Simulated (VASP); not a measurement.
# CaGeS3 (Pm-3m) in VASP: notebook

Runs on CaGeS3. Level: PBEsol. Tasks: single point, relaxation of cell and atoms.

All numbers are computed with VASP 6.6.1; they aren't measurements. Logs are shortened: lines on timing, memory, paths and dates and some standing lists are left out, and cuts for length are marked.

### 1 The cell of the first run

Symmetry: Pm-3m, No. 221, cubic system. The conventional cell has a = 4.708 Å, b = 4.708 Å, c = 4.708 Å, α = 90.00°, β = 90.00°, γ = 90.00°. Within 4.4 Å of Ca (site symmetry m-3m) lie 12 S at 3.33 Å and 8 Ge at 4.08 Å. Ge (site symmetry m-3m) has 6 S at 2.35 Å within 3.1 Å. S (site symmetry 4/mmm) has 2 Ge at 2.35 Å within 3.1 Å.

### 2 Single point, PBEsol

Contents of INCAR:

```
SYSTEM = CaGeS3
PREC = Accurate
ENCUT = 520
EDIFF = 1E-6
ISMEAR = -1
SIGMA = 0.03
LREAL = .FALSE.
LASPH = .TRUE.
NELM = 60
ALGO = Normal
ISIF = 2
LWAVE = .FALSE.
LCHARG = .FALSE.
GGA = PS
NBANDS = 29
```

Contents of KPOINTS:

```
Automatic mesh
0
G
  6 6 6
  0 0 0
```

Contents of POSCAR:

```
CaGeS3
1.0
    4.7084418267      0.0000000000      0.0000000000
    0.0000000000      4.7084418267      0.0000000000
    0.0000000000      0.0000000000      4.7084418267
Ca Ge S
1 1 3
Direct
    0.0000000000      0.0000000000      0.0000000000
    0.5000000000      0.5000000000      0.5000000000
    0.5000000000      0.5000000000      0.0000000000
    0.5000000000      0.0000000000      0.5000000000
    0.0000000000      0.5000000000      0.5000000000
```

Potentials or basis: VASP PAW PBE potentials, release 64 (Ca_sv, Ge_d, S).

The run is started by

```console
cat potpaw_PBE.64/Ca_sv/POTCAR potpaw_PBE.64/Ge_d/POTCAR potpaw_PBE.64/S/POTCAR > POTCAR
mpirun -np 1 vasp_std > vasp.out
```

OUTCAR:

```text
SYSTEM = CaGeS3
   PREC = Accurate
   ENCUT = 520
   EDIFF = 1E-6
   ISMEAR = -1
   LREAL = .FALSE.
   LASPH = .TRUE.
   NELM = 60
   ISIF = 2
   GGA = PS

 ion  position               nearest neighbor table
   1  0.000  0.000  0.000-
   2  0.500  0.500  0.500-   3 2.35   4 2.35   5 2.35   3 2.35   4 2.35   5 2.35
   3  0.500  0.500  0.000-   2 2.35   2 2.35
   4  0.500  0.000  0.500-   2 2.35   2 2.35
   5  0.000  0.500  0.500-   2 2.35   2 2.35

  LATTYP: Found a simple cubic cell.
 ALAT       =     4.7084418267

  Lattice vectors:

 A1 = (   4.7084418267,   0.0000000000,   0.0000000000)
 A2 = (   0.0000000000,   4.7084418267,   0.0000000000)
 A3 = (   0.0000000000,   0.0000000000,   4.7084418267)

Analysis of symmetry for initial positions (statically):
=====================================================================
 Subroutine PRICEL returns:
 Original cell was already a primitive cell.

 Routine SETGRP: Setting up the symmetry group for a
 simple cubic supercell.

 Subroutine GETGRP returns: Found 48 space group operations
 (whereof 48 operations were pure point group operations)
 out of a pool of 48 trial point group operations.

The static configuration has the point symmetry O_h .

Analysis of symmetry for dynamics (positions and initial velocities):
=====================================================================
 Subroutine PRICEL returns:
 Original cell was already a primitive cell.

 Routine SETGRP: Setting up the symmetry group for a
 simple cubic supercell.

 Subroutine GETGRP returns: Found 48 space group operations
 (whereof 48 operations were pure point group operations)
 out of a pool of 48 trial point group operations.

The dynamic configuration has the point symmetry O_h .

 Subroutine INISYM returns: Found 48 space group operations
 (whereof 48 operations are pure point group operations),
 and found     1 'primitive' translations

----------------------------------------------------------------------------------------

                                     Primitive cell

  volume of cell :     104.3834

  direct lattice vectors                    reciprocal lattice vectors
     4.708441827  0.000000000  0.000000000     0.212384487  0.000000000  0.000000000
     0.000000000  4.708441827  0.000000000     0.000000000  0.212384487  0.000000000
     0.000000000  0.000000000  4.708441827     0.000000000  0.000000000  0.212384487

  length of vectors
     4.708441827  4.708441827  4.708441827     0.212384487  0.212384487  0.212384487

  position of ions in fractional coordinates (direct lattice)
     0.000000000  0.000000000  0.000000000
     0.500000000  0.500000000  0.500000000
     0.500000000  0.500000000  0.000000000
     0.500000000  0.000000000  0.500000000
     0.000000000  0.500000000  0.500000000

  ion indices of the primitive-cell ions
   primitive index   ion index
                 1           1
                 2           2
                 3           3
                 4           4
                 5           5

----------------------------------------------------------------------------------------

 KPOINTS: Automatic mesh

Automatic generation of k-mesh.
 Grid dimensions read from file:
 generate k-points for:    6    6    6

 Generating k-lattice:

  Cartesian coordinates                     Fractional coordinates (reciprocal lattice)
     0.035397414  0.000000000  0.000000000     0.166666667  0.000000000  0.000000000
     0.000000000  0.035397414  0.000000000     0.000000000  0.166666667  0.000000000
     0.000000000  0.000000000  0.035397414     0.000000000  0.000000000  0.166666667

  Length of vectors
     0.035397414  0.035397414  0.035397414

  Shift w.r.t. Gamma in fractional coordinates (k-lattice)
     0.000000000  0.000000000  0.000000000

 Subroutine IBZKPT returns following result:
 ===========================================

 Found     20 irreducible k-points:

 Following reciprocal coordinates:
            Coordinates               Weight
  0.000000  0.000000  0.000000      1.000000
  0.166667  0.000000  0.000000      6.000000
  0.333333  0.000000  0.000000      6.000000
  0.500000  0.000000  0.000000      3.000000
  0.166667  0.166667  0.000000     12.000000
  0.333333  0.166667  0.000000     24.000000
[... 12 lines left out ...]
  0.500000  0.500000  0.333333      6.000000
  0.500000  0.500000  0.500000      1.000000
   k-points           NKPTS =     20   k-points in BZ     NKDIM =     20   number of bands    NBANDS=     29
   number of dos      NEDOS =    301   number of ions     NIONS =      5
   total plane-waves  NPLWV =  46656
   dimension x,y,z NGX =    36 NGY =   36 NGZ =   36
   dimension x,y,z NGXF=    72 NGYF=   72 NGZF=   72
   ions per type =               1   1   3
   NGX,Y,Z   is equivalent  to a cutoff of  12.71, 12.71, 12.71 a.u.
   NGXF,Y,Z  is equivalent  to a cutoff of  25.42, 25.42, 25.42 a.u.
 SYSTEM =  CaGeS3
   PREC   = accura    normal or accurate (medium, high low for compatibility)
   ISTART =      0    job   : 0-new  1-cont  2-samecut
   ICHARG =      2    charge: 1-file 2-atom 10-const
   ISPIN  =      1    spin polarized calculation?
   LNONCOLLINEAR =      F non collinear calculations
   LSORBIT =      F    spin-orbit coupling
   LASPH  =      T    aspherical Exc in radial PAW
   ENCUT  =  520.0 eV  38.22 Ry    6.18 a.u.   8.75  8.75  8.75*2*pi/ulx,y,z
   NELM   =     60;   NELMIN=  2; NELMDL= -5     # of ELM steps
   EDIFF  = 0.1E-05   stopping-criterion for ELM
   LREAL  =      F    real-space projection
   EDIFFG = 0.1E-04   stopping-criterion for IOM
   NSW    =      0    number of steps for IOM
   IBRION =     -1    ionic relax: 0-MD 1-quasi-New 2-CG
   NFREE  =      0    steps in history (QN), initial steepest desc. (CG)
   ISIF   =      2    stress and relaxation
   ISYM   =      2    0-nonsym 1-usesym 2-fastsym
   POTIM  = 0.5000    time-step for ionic-motion
   TEBEG  =    0.0;   TEEND  =   0.0 temperature during run
   PSTRESS=    0.0 pullay stress
   NELECT =      42.0000    total number of electrons
   NUPDOWN=      -1.0000    fix difference up-down
   EMIN   =  10.00;   EMAX   =-10.00  energy-range for DOS
   EFERMI =   0.00;   METHOD = LEGACY
   ISMEAR =    -1;   SIGMA  =   0.03  broadening in eV -4-tet -1-fermi 0-gaus
   EFERMI_NEDOS =   21; number of points for ismear=-14 and -15
   IALGO  =     38    algorithm
   IMIX   =      4    mixing-type and parameters
     AMIX     =   0.40;   BMIX     =  1.00
     AMIX_MAG =   1.60;   BMIX_MAG =  1.00
  volume/ion in A,a.u.               =      20.88       140.88
  Fermi-wavevector in a.u.,A,eV,Ry     =   1.208595  2.283913 19.874049  1.460701
  Thomas-Fermi vector in A             =   2.344198
   LORBIT       =      0    0 simple, 1 ext, 2 COOP (PROOUT), +10 PAW based schemes
   GGA     = PS    functional components
   LHFCALC =     F    Hartree Fock is set to
   AEXX    =    0.0000 exact exchange contribution
   IVDW    =     0    specifies the selected vdW correction
   LEPSILON=     F    determine dielectric tensor
   LRPA    =     F    only Hartree local field effects (RPA)
 non-spin polarized calculation
  energy-cutoff  :      520.00
  volume of cell :      104.38
 maximum number of plane-waves:      2832
 NGX is ok and might be reduce to    36
   NGX = 17   NGY = 17   NGZ = 17

 number of electron      42.0000037 magnetization

 Free energy of the ion-electron system (eV)
  ---------------------------------------------------
  ext. energy  EPLUGINS =         0.00000000
  ---------------------------------------------------
  free energy    TOTEN  =       -23.49162162 eV

  energy without entropy =      -23.47362814  energy(sigma->0) =      -23.48262488

 E-fermi :   4.3934     XC(G=0):  -9.9694

 val. band max:        4.3880208813   @ k =   0.5000   0.3333   0.0000
 cond. band min:       4.3985874476   @ k =   0.5000   0.5000   0.3333
 fundamental gap:      0.0105665663
 Fermi energy:         4.3933959408

 k-point     1 :       0.0000    0.0000    0.0000
  band No.  band energies     occupation
      1     -36.5476      2.00000
      2     -20.2969      2.00000
      3     -20.2969      2.00000
      4     -20.2280      2.00000
      5     -20.2280      2.00000
      6     -20.2280      2.00000
[... 21 lines left out ...]
     28       7.6568      0.00000
     29      11.2242      0.00000

 k-point     2 :       0.1667    0.0000    0.0000
  band No.  band energies     occupation
      1     -36.5476      2.00000
      2     -20.2969      2.00000
      3     -20.2952      2.00000
      4     -20.2281      2.00000
      5     -20.2281      2.00000
      6     -20.2280      2.00000
[... 21 lines left out ...]
     28       8.0944      0.00000
     29      11.0277      0.00000

 k-point     3 :       0.3333    0.0000    0.0000
  band No.  band energies     occupation
      1     -36.5474      2.00000
      2     -20.2969      2.00000
      3     -20.2917      2.00000
      4     -20.2283      2.00000
      5     -20.2283      2.00000
      6     -20.2280      2.00000
[... 21 lines left out ...]
     28       9.0291      0.00000
     29      10.2183      0.00000

 k-point     4 :       0.5000    0.0000    0.0000
  band No.  band energies     occupation
      1     -36.5473      2.00000
      2     -20.2969      2.00000
      3     -20.2900      2.00000
      4     -20.2285      2.00000
      5     -20.2285      2.00000
      6     -20.2280      2.00000
[... 469 lines left out ...]
     28       8.7544      0.00000
     29       9.0809      0.00000

 k-point    19 :       0.5000    0.5000    0.3333
  band No.  band energies     occupation
      1     -36.5468      2.00000
      2     -20.2881      2.00000
      3     -20.2864      2.00000
      4     -20.2290      2.00000
      5     -20.2288      2.00000
      6     -20.2288      2.00000
[... 21 lines left out ...]
     28       8.5382      0.00000
     29       8.7402      0.00000

 k-point    20 :       0.5000    0.5000    0.5000
  band No.  band energies     occupation
      1     -36.5467      2.00000
      2     -20.2864      2.00000
      3     -20.2864      2.00000
      4     -20.2290      2.00000
      5     -20.2290      2.00000
      6     -20.2290      2.00000
[... 21 lines left out ...]
     28       8.2912      0.00000
     29       8.7841      0.00000

------------------------ aborting loop because EDIFF is reached ----------------------------------------

  FORCE on cell =-STRESS in cart. coord.  units (eV):
  Direction    XX          YY          ZZ          XY          YZ          ZX
  --------------------------------------------------------------------------------------
  -------------------------------------------------------------------------------------
  Total       -0.0118792     -0.0118792     -0.0118792      0.0000000     -0.0000000     -0.0000000
  in kB       -0.1823331     -0.1823331     -0.1823331      0.0000000     -0.0000000     -0.0000000
  external PRESSURE =      -0.1823331 kB  Pullay stress =       0.0000000 kB

 VOLUME and BASIS-vectors are now :
 -----------------------------------------------------------------------------
  energy-cutoff  :      520.00
  volume of cell :      104.38
      direct lattice vectors                 reciprocal lattice vectors
     4.708441827  0.000000000  0.000000000     0.212384487  0.000000000  0.000000000
     0.000000000  4.708441827  0.000000000     0.000000000  0.212384487  0.000000000
     0.000000000  0.000000000  4.708441827     0.000000000  0.000000000  0.212384487

 POSITION                                       TOTAL-FORCE (eV/Angst)
 -----------------------------------------------------------------------------------
      0.00000      0.00000      0.00000         0.000000      0.000000      0.000000
      2.35422      2.35422      2.35422         0.000000      0.000000      0.000000
      2.35422      2.35422      0.00000         0.000000      0.000000      0.000000
      2.35422      0.00000      2.35422         0.000000      0.000000      0.000000
      0.00000      2.35422      2.35422         0.000000      0.000000      0.000000
 -----------------------------------------------------------------------------------
    total drift:                                0.000000      0.000000      0.000000

  FREE ENERGIE OF THE ION-ELECTRON SYSTEM (eV)
  ---------------------------------------------------
  free  energy   TOTEN  =       -23.4916216225 eV

  energy  without entropy=      -23.4736281416  energy(sigma->0) =      -23.48262488
```

Run time: 36 s. Hardware: 1 thread of Intel Xeon Platinum 8375C at 2.90GHz (Ice Lake), shared host; peak memory 0.23 GiB.

Results:

```
Free energy            : -23.4916 eV
Pressure               : 0.0 GPa
Band gap on the k mesh : zero (bands 21 and 22 overlap by 1.35 eV)
```

Caveat: the PAW data sets were made with another functional, which shifts forces and pressure a little.

### 3 Relaxation of cell and atoms, PBEsol

This run uses another cell than the first one, of 19.01 Å³/atom.

Contents of INCAR:

```
PREC     = Accurate       # precision mode
ENCUT    = 600            # plane-wave cutoff, eV
EDIFF    = 1E-6           # SCF threshold, eV
ISMEAR   = -1             # smearing method
SIGMA    = 0.03           # smearing width, eV
LREAL    = False          # projectors in reciprocal space
LASPH    = True           # aspherical terms in the spheres
NELM     = 60             # most SCF steps
ALGO     = Normal         # electronic algorithm
ISIF     = 3              # what is computed and relaxed
LWAVE    = False          # write WAVECAR
LCHARG   = False          # write CHGCAR
GGA      = PS             # functional
IBRION   = 2              # ionic algorithm
NSW      = 100            # ionic steps
EDIFFG   = -0.01          # ionic threshold
```

Contents of KPOINTS:

```
Automatic mesh
0
Gamma
  6 6 6
```

Changes to POSCAR since step 2:

```diff
@@ -2,5 +2,5 @@
 1.0
-    4.7084418267      0.0000000000      0.0000000000
-    0.0000000000      4.7084418267      0.0000000000
-    0.0000000000      0.0000000000      4.7084418267
+    4.5640614600      0.0000000000      0.0000000000
+    0.0000000000      4.5640614600      0.0000000000
+    0.0000000000      0.0000000000      4.5640614600
 Ca Ge S
```

Potentials or basis: VASP PAW PBE potentials, release 64 (Ca_sv, Ge_d, S).

The run is started by

```console
cat potpaw_PBE.64/Ca_sv/POTCAR potpaw_PBE.64/Ge_d/POTCAR potpaw_PBE.64/S/POTCAR > POTCAR
mpirun -np 1 vasp_std > vasp.out
```

Run time: 83 s. Hardware: 1 thread of Intel Xeon Platinum 8375C at 2.90GHz (Ice Lake), shared host; peak memory 0.25 GiB.

Results (log left out):

```
Free energy                           : -23.4911 eV
Relaxed volume                        : 20.88 Å³/atom
Relaxed cell                          : a = 4.709 Å, b = 4.709 Å, c = 4.709 Å, α = 90.00°, β = 90.00°, γ = 90.00°
Space group after relaxing (to 0.1 Å) : Pm-3m (No. 221)
Energy gained by relaxing             : 42.4 meV/atom
Ionic steps                           : 3
Pressure after relaxing               : 0.1 GPa
Band gap on the k mesh                : zero (bands 21 and 22 overlap by 1.35 eV)
```

The path:
```csv
step,energy change (eV),largest force (eV/Å),pressure (GPa),volume (Å³)
1,0.0000,0.0000,7.92,95.07
2,-0.1793,0.0000,-2.47,108.60
3,-0.2122,0.0000,0.06,104.40
```

Final structure:
```
Ca Ge S
1.0
     4.70867    0.00000    0.00000
     0.00000    4.70867    0.00000
     0.00000    0.00000    4.70867
Ca Ge S
1 1 3
Direct
  0.00000 0.00000 0.00000
  0.50000 0.50000 0.50000
  0.50000 0.50000 0.00000
  0.50000 0.00000 0.50000
  0.00000 0.50000 0.50000
```

Levels at points of the mesh, in eV from the Fermi level:
```tsv
k point	band 17	band 18	band 19	band 20	band 21	band 22	band 23	band 24	band 25
(0.00, 0.00, 0.00)	-0.98	-0.98	-0.98	-0.71	-0.71	-0.71	2.90	2.90	3.09
(0.50, 0.00, 0.00)	-1.97	-1.97	-1.86	-0.98	-0.98	1.27	2.73	3.69	4.53
(0.50, 0.50, 0.00)	-2.11	-2.08	-2.08	-1.03	0.39	2.71	3.13	3.13	3.91
(0.50, 0.50, 0.50)	-0.99	-0.99	0.53	0.53	0.53	2.58	2.63	2.63	2.63
```

Caveat: the PAW data sets were made with another functional, which shifts forces and pressure a little.
